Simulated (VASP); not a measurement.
H, 1 atom in the cell. The structure is tetragonal, space group P4/mmm (No. 123). Conventional cell: a = 2.583 Å, b = 2.583 Å, c = 0.980 Å, α = 90.00°, β = 90.00°, γ = 90.00°. Within 1.3 Å of H (site symmetry 4/mmm) lie 2 H at 0.98 Å.  This cell differs from its parent crystal: strain -0.025 along x and y, +0.000 along z.

- Program: VASP 6.6.1
- Task: single point
- Functional: LDA
- Potentials or basis: VASP PAW LDA potentials, release 64 (H)
- Cutoff: 520 eV
- k mesh: 10 × 10 × 26
- Occupations: gaussian, width 0.05 eV
- Spin: no spin polarisation
- Dipole correction: no
- Further INCAR settings: ALGO = Normal; EDIFF = 1e-06; NBANDS = 6

Potentials or basis: VASP PAW LDA potentials, release 64 (H).

Launch:

```sh
$ cat potpaw_LDA.64/H/POTCAR > POTCAR
$ mpirun -np 1 vasp_std > vasp.out
```

Hardware: 1 thread of Intel(R) Xeon(R) 6975P-C (Granite Rapids), on a shared host.

Task: How long does it take, and how much memory?

Result: It took 6.3 s on 1 thread of Intel(R) Xeon(R) 6975P-C (Granite Rapids) (shared host), peak memory 0.11 GiB. Counts: scf iterations 10, k points 294.
